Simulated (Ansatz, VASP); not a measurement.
## Two plane-wave programs on SnSe

```
Sn Se
1.0
     0.00000    2.97275    2.97275
     2.82412    0.00000    2.97275
     2.82412    2.97275    0.00000
Sn Se
1 1
Cartesian
  0.0000 0.0000 0.0000
  2.8241 2.9728 2.9728
```

Change from the starting cell: strain -0.0500 x Voigt [1, 0, 0, 0, 0, 0], atoms carried along.

Alike in both runs: task single point; functional PBEsol; k mesh 8 × 8 × 8; occupations gaussian, width 0.05 eV; no spin polarisation.

```csv
,VASP,Ansatz
version,VASP 6.6.1,Ansatz 0.2.0
potentials or method,"VASP PAW PBE potentials, release 64 (Sn_d, Se), cutoff 520 eV","scalar-relativistic, plane waves, PAW"
valence electrons in the cell,20,30
```

```csv
,VASP,Ansatz,Ansatz less VASP
gap on the k mesh at the Fermi level (eV),0.63,0.63,+0.002
least direct gap on the mesh (eV),0.72,0.72,-0.002
pressure (GPa),3.7,3.7,-0.03
"traceless stress, the component that is largest in VASP (GPa)",6.19,6.17,-0.021
```

VASP's potentials were made for PBE, not for PBEsol. VASP's potentials hold 20 valence electrons a cell and Ansatz's 30, so a difference there can come from the potentials and not from the codes.
